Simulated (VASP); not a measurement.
## In2S: single point with PBE

The system is In2S.

```xyz
3
Lattice="3.8107 0.0000 0.0000 -1.9054 3.3002 0.0000 0.0000 0.0000 8.0809" Properties=species:S:1:pos:R:3 pbc="T T T"
In    0.0000    2.2001    6.2597
In    0.0000    2.2001    1.8212
S     0.0000    0.0000    0.0000
```

The cell was built from a structure type or drawn by symmetry, and may not be a known phase.

```json
{
 "Program": "VASP 6.6.1",
 "Task": "single point",
 "Functional": "PBE",
 "Potentials or basis": "VASP PAW PBE potentials, release 64 (In_d, S)",
 "Cutoff": "520 eV",
 "k mesh": "12 × 12 × 6",
 "Occupations": "gaussian, width 0.01 eV",
 "Spin": "no spin polarisation"
}
```

The pressure is 0.0 GPa. The largest force is 0.011 eV/Å and the band gap on the k mesh is 0.18 eV (least direct gap 0.21 eV).

Forces on the atoms (eV/Å):
```
In   0.000  0.000 -0.011
In   0.000  0.000  0.011
S    0.000  0.000  0.000
```

Levels at points of the mesh, in eV from the valence-band top:
```
           k point  band 13  band 14  band 15  band 16  band 17  band 18  band 19  band 20
(0.00, 0.00, 0.00)    -4.77    -1.50    -1.50    -0.64     0.92     5.41     5.53     5.53
(0.50, 0.00, 0.00)    -4.19    -2.58    -2.33    -1.57     0.18     2.24     3.05     4.10
(0.00, 0.00, 0.50)    -4.24    -1.75    -1.50    -1.50     2.20     3.91     5.62     5.62
(0.50, 0.00, 0.50)    -4.29    -2.84    -2.33    -1.00     0.79     1.37     3.24     3.68
```

Run time: 120 s on 1 thread of Intel(R) Xeon(R) Platinum 8559C (Emerald Rapids) (shared host), peak memory 0.29 GiB.

Caveat: spin-orbit coupling is left out, which moves the levels of the heavy elements. A k mesh can miss the band edges.
